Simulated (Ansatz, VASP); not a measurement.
## Two plane-wave programs on InSe

File INCAR:

```
ALGO = Normal
EDIFF = 1E-6
ENCUT = 520
GGA = PS
ISIF = 2
ISMEAR = -1
LASPH = True
LCHARG = False
LREAL = False
LWAVE = False
NBANDS = 27
NELM = 60
PREC = Accurate
SIGMA = 0.05
```

The input KPOINTS:

```
k-points
0
Gamma
  6 6 5
```

POSCAR

```
InSe
1.0
    5.8263928781     -2.0546489550      0.0000000000
    5.8263928781      2.0546489550      0.0000000000
   -1.7232330140      0.0000000000      4.7713478577
In Se
2 2
Direct
    0.8882032500      0.8882032500      0.0468413600
    0.1117967500      0.1117967500      0.9531586400
    0.6609275900      0.6609275900      0.6689556200
    0.3390724100      0.3390724100      0.3310443800
```

Contents of input.yaml:

```yaml
crystal:
  lattice:
    - [5.8263928781, -2.054648955, 0.0]
    - [5.8263928781, 2.054648955, 0.0]
    - [-1.723233014, 0.0, 4.7713478577]
  atoms:
    - { symbol: In, position: [0.88820325, 0.88820325, 0.04684136] }
    - { symbol: In, position: [0.11179675, 0.11179675, 0.95315864] }
    - { symbol: Se, position: [0.66092759, 0.66092759, 0.66895562] }
    - { symbol: Se, position: [0.33907241, 0.33907241, 0.33104438] }
hamiltonian:
  xc: pbesol
  pseudopotentials: { kind: paw }
kpoints:
  mp_grid: { grid: [6, 6, 5] }
  band_path:
    path:
      - [[0.0, 0.5, 0.0], [0.0, 0.0, 0.0], [0.0, 0.0, -0.5]]
      - [[0.0, 0.5, -0.5], [0.0, 0.0, 0.0], [-0.5, -0.5, 0.5]]
      - [[-0.5, 0.0, 0.5], [0.0, 0.0, 0.0], [-0.5, -0.5, 0.0]]
      - [[-0.5, 0.0, 0.0], [0.0, 0.0, 0.0]]
    npoints: 14
scf:
  occupations: { method: fermi_dirac, width: 0.05 }
  n_extra_bands: 10
output:
  forces: true
  stress: true
  eigenvalues: true
  fatbands: false
```

Alike in both runs: functional PBEsol; k mesh 6 × 6 × 5; occupations fermi-dirac, width 0.05 eV; no spin polarisation.

|  | VASP | Ansatz |
| --- | --- | --- |
| version | VASP 6.6.1 | Ansatz 0.2.0 |
| potentials or method | VASP PAW PBE potentials, release 64 (In_d, Se) | Ansatz PAW |
| plane-wave cutoff (eV) | 520 | 420 |
| valence electrons in the cell | 38 | 58 |
| task | single point | band structure |

```csv
,VASP,Ansatz,Ansatz less VASP
gap on the k mesh at the Fermi level (eV),1.27,1.27,+0.006
least direct gap on the mesh (eV),1.43,1.44,+0.004
pressure (GPa),-1.1,-1.2,-0.08
"traceless stress, the component that is largest in VASP (GPa)",-0.30,-0.29,+0.005
rms of the force components (eV/Å),0.034,0.030,-0.0044
```

VASP's potentials were made for PBE, not for PBEsol. Atom by atom the forces differ by 0.010 eV/Å (rms over components). With one functional, cell and mesh, what is left measures potentials, basis and numerics. VASP's potentials hold 38 valence electrons a cell and Ansatz's 58, so a difference there can come from the potentials and not from the codes.

Noted on Ansatz's run: the k mesh misses the band edges, so the gap on the mesh is wider than the one along the path.
